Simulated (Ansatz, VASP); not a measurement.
SnSe2: VASP beside Ansatz

```
Sn Se
1.0
     3.81745    0.00000    0.00000
    -1.90872    3.30601    0.00000
     0.00000    0.00000    6.15468
Sn Se
1 2
Direct
  0.00000 0.00000 0.00000
  0.66667 0.33333 0.74217
  0.33333 0.66667 0.25783
```

Alike in both runs: task single point; functional PBEsol; k mesh 12 × 12 × 6; occupations gaussian, width 0.02 eV; no spin polarisation.

|  | VASP | Ansatz |
| --- | --- | --- |
| version | VASP 6.6.1 | Ansatz 0.2.0 |
| potentials or method | VASP PAW PBE potentials, release 64 (Sn_d, Se), cutoff 520 eV | scalar-relativistic, plane waves, PAW |
| valence electrons in the cell | 26 | 46 |

|  | VASP | Ansatz | Ansatz less VASP |
| --- | --- | --- | --- |
| gap on the k mesh at the Fermi level (eV) | 0.49 | 0.49 | +0.005 |
| least direct gap on the mesh (eV) | 0.99 | 1.00 | +0.009 |
| pressure (GPa) | 0.1 | 0.0 | -0.10 |
| rms of the force components (eV/Å) | 0.009 | 0.001 | -0.0079 |

VASP's potentials were made for PBE, not for PBEsol. Atom by atom the forces differ by 0.009 eV/Å (rms over components). VASP's potentials hold 26 valence electrons a cell and Ansatz's 46, so a difference there can come from the potentials and not from the codes.
